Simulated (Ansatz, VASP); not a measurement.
## One calculation of GaN, two programs

```
Ga N
1.0
     3.18169    0.00000    0.00000
    -1.59085    2.75543    0.00000
     0.00000    0.00000   10.37729
Ga N
4 4
Direct
  0.00000 0.00000 0.99964
  0.33333 0.66667 0.24993
  0.00000 0.00000 0.49964
  0.66667 0.33333 0.74993
  0.00000 0.00000 0.18764
  0.33333 0.66667 0.43779
  0.00000 0.00000 0.68764
  0.66667 0.33333 0.93779
```

Alike in both runs: task single point; functional r2SCAN; k mesh 9 × 9 × 2; no spin polarisation.

|  | VASP | Ansatz |
| --- | --- | --- |
| version | VASP 6.6.1 | Ansatz 0.2.0 |
| potentials or method | VASP PAW PBE potentials, release 64 (Ga_d, N) | plane waves, PAW |
| plane-wave cutoff (eV) | 520 | 500 |
| occupations | gaussian, width 0.01 eV | fixed |
| valence electrons in the cell | 72 | 72 |

VASP gave:

* gap on the k mesh at the Fermi level (eV): 2.25
* pressure (GPa): 1.1
* traceless stress, the component that is largest in VASP (GPa): -0.07
* rms of the force components (eV/Å): 0.004

Q: Estimate Ansatz's values.

A: gap on the k mesh at the Fermi level (eV): 2.26; pressure (GPa): 0.0; traceless stress, the component that is largest in VASP (GPa): 0.00; rms of the force components (eV/Å): 0.000.

VASP's potentials were made for PBE, not for r2SCAN. Atom by atom the forces differ by 0.004 eV/Å (rms over components).
